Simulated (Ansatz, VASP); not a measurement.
## GdN: VASP beside Ansatz

Contents of INCAR:

```
ALGO = Normal
EDIFF = 1E-7
ENCUT = 520
GGA = PE
ISIF = 2
ISMEAR = 0
ISPIN = 2
LASPH = T
LCHARG = T
LDAU = T
LDAUJ = 0 0
LDAUL = 3 -1
LDAUPRINT = 1
LDAUTYPE = 2
LDAUU = 6 0
LELF = T
LMAXMIX = 6
LORBIT = 11
LREAL = F
LVHAR = T
LWAVE = F
MAGMOM = 7.63 -0.16
NBANDS = 22
NELM = 150
PREC = Accurate
SIGMA = 0.05
```

File KPOINTS:

```
k-points
0
Gamma
  10 10 10
```

File POSCAR:

```
GdN
1.0
    0.0000000000      2.5011167844      2.5011167844
    2.5011167844      0.0000000000      2.5011167844
    2.5011167844      2.5011167844      0.0000000000
Gd N
1 1
Direct
    0.5000000000      0.5000000000      0.5000000000
    0.0000000000      0.0000000000      0.0000000000
```

Input for Ansatz:

```yaml
crystal:
  lattice:
    - [0.0, 2.5011167849, 2.5011167849]
    - [2.5011167849, 0.0, 2.5011167849]
    - [2.5011167849, 2.5011167849, 0.0]
  atoms:
    - { symbol: Gd, position: [0.5, 0.5, 0.5], spin: 7.63 }
    - { symbol: "N", position: [0.0, 0.0, 0.0] }
basis:
  ecutwfc: 420
  ecutrho_ratio: 4
kpoints:
  mp_grid: { grid: [10, 10, 10] }
hamiltonian:
  xc: pbe
  hubbard:
    sites:
      - { species: Gd, l: f, u_eff: 6.0, starting_ns: start.occupation_matrices }
    ns_hold: { iters: 6 }
scf:
  occupations: { method: gaussian, width: 0.05 }
  lower_state_search: "off"
output:
  forces: true
  stress: true
  eigenvalues: true
  populations: true
  hubbard: { sites: [{ species: Gd, l: f }] }
magnetization:
  spin_polarized: true
```

Alike in both runs: task single point; functional PBE; k mesh 10 × 10 × 10; occupations gaussian, width 0.05 eV; collinear spin; Hubbard terms Gd f U = 6.0 eV.

|  | VASP | Ansatz |
| --- | --- | --- |
| version | VASP 6.6.1 | Ansatz 0.2.0 |
| potentials or method | VASP PAW PBE potentials, release 64 (Gd, N), cutoff 520 eV | scalar-relativistic, plane waves, PAW |
| valence electrons in the cell | 23 | 23 |

Ansatz gave:

- gap on the k mesh at the Fermi level (eV): none
- pressure (GPa): 0.0
- net moment per atom (μB): 3.50
- size of the moment on the site where the two differ most (μB): 6.94

Question: Estimate VASP's values.

Answer: gap on the k mesh at the Fermi level (eV): none; pressure (GPa): 0.3; net moment per atom (μB): 3.50; size of the moment on the site where the two differ most (μB): 6.87.

Site moments also hang on the region over which each program counts them. The programs project onto different local orbitals, so the same U acts differently, and such runs can settle in different states. A gap of «none» marks a metal or a gap that the smearing closes. Ansatz's warnings: filled band counts differ across k points.

Spin-orbit coupling is off throughout.
